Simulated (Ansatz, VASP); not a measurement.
# Two plane-wave programs on Bi

```
Bi
1.0
     4.34900    0.00000    0.00000
    -2.17450    3.76634    0.00000
     0.00000    0.00000   28.00000
Bi
2
Direct
  0.33333 0.66667 0.53302
  0.66667 0.33333 0.46698
```

Alike in both runs: task single point; functional PBE; k mesh 9 × 9 × 1; occupations gaussian, width 0.02 eV; no spin polarisation.

|  | VASP | Ansatz |
| --- | --- | --- |
| version | VASP 6.6.1 | Ansatz 0.2.0 |
| potentials or method | VASP PAW PBE potentials, release 64 (Bi_d), cutoff 520 eV | scalar-relativistic, plane waves, PAW |
| valence electrons in the cell | 30 | 30 |

|  | VASP | Ansatz | Ansatz less VASP |
| --- | --- | --- | --- |
| gap on the k mesh at the Fermi level (eV) | 0.50 | 0.51 | +0.011 |
| least direct gap on the mesh (eV) | 0.50 | 0.51 | +0.011 |
| rms of the force components (eV/Å) | 0.499 | 0.506 | +0.0070 |

Atom by atom the forces differ by 0.007 eV/Å (rms over components). The functional is the same, so the differences come from potentials, cutoffs and numerics.

Spin-orbit coupling is off throughout.
